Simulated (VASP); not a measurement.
Here is a VASP 6.6.1 calculation.

Contents of INCAR:

```
  PREC = Accurate
  ENCUT = 520
  EDIFF = 1E-7
  ISMEAR = 0
  SIGMA = 0.15
  LREAL = F
  LASPH = T
  NELM = 100
  ALGO = Fast
  ISIF = 2
  LWAVE = F
  LCHARG = F
  GGA = PS
  NBANDS = 10
```

The input KPOINTS:

```
regular mesh
0
Gamma
  22 22 22
```

Contents of POSCAR:

```
Ir
1.0
    0.0000000000      1.8237150000      2.0156850000
    1.8237150000      0.0000000000      2.0156850000
    1.8237150000      1.8237150000      0.0000000000
Ir
1
Direct
    0.0000000000      0.0000000000      0.0000000000
```

Potentials or basis: VASP PAW PBE potentials, release 64 (Ir).

Command:

```console
$ cat potpaw_PBE.64/Ir/POTCAR > POTCAR
$ mpirun -np 1 vasp_std > vasp.out
```

Question: What does it give for the band gap on the k mesh?

Answer: Zero (an odd number of electrons rules out a gap without spin polarisation).

Question: Estimate the pressure.

Answer: 24.7 GPa.

Stress tensor (GPa, compression positive):
```
39.67  0.00  0.00
 0.00 39.67  0.00
 0.00  0.00 -5.09
```

Caveat: the cell differs from its parent crystal (strain -0.050 along x and y, +0.050 along z); the cell stands under pressure; the PAW data sets were made with another functional, which shifts forces and pressure a little; spin-orbit coupling is left out, which moves the levels of the heavy elements.
